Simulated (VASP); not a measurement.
The system is GdO.

```
Gd O
1.0
     0.00000    2.64488    2.64488
     2.64488    0.00000    2.64488
     2.64488    2.64488    0.00000
Gd O
1 1
Direct
  0.00000 0.00000 0.00000
  0.75000 0.75000 0.75000
```

Base run:

```yaml
Program: VASP 6.6.1
Functional: LDA
Potentials_or_basis: VASP PAW PBE potentials, release 64 (Gd, O)
Cutoff: 520 eV
k_mesh: 9 × 9 × 9
Occupations: fermi-dirac, width 0.05 eV
Spin: collinear spin, ferromagnetic start
Starting_moments: "[7.0, 0.0] μB"
```

Its results: pressure -1.7 GPa; net moment 6.86 μB per cell; site moments Gd +6.64; O -0.05 μB.

Question: The run is repeated on the same cell with these changes: functional from LDA to PBEsol. What comes out?

Answer: Pressure 1.6 GPa; net moment 7.51 μB per cell; site moments Gd +6.87; O -0.03 μB.

PBEsol binds less tightly than LDA, so the same cell stands under more pressure.

Caveats: the PAW data sets were made with another functional, which shifts forces and pressure a little; a cell with one magnetic atom can't hold antiferromagnetic order, which such compounds often take.
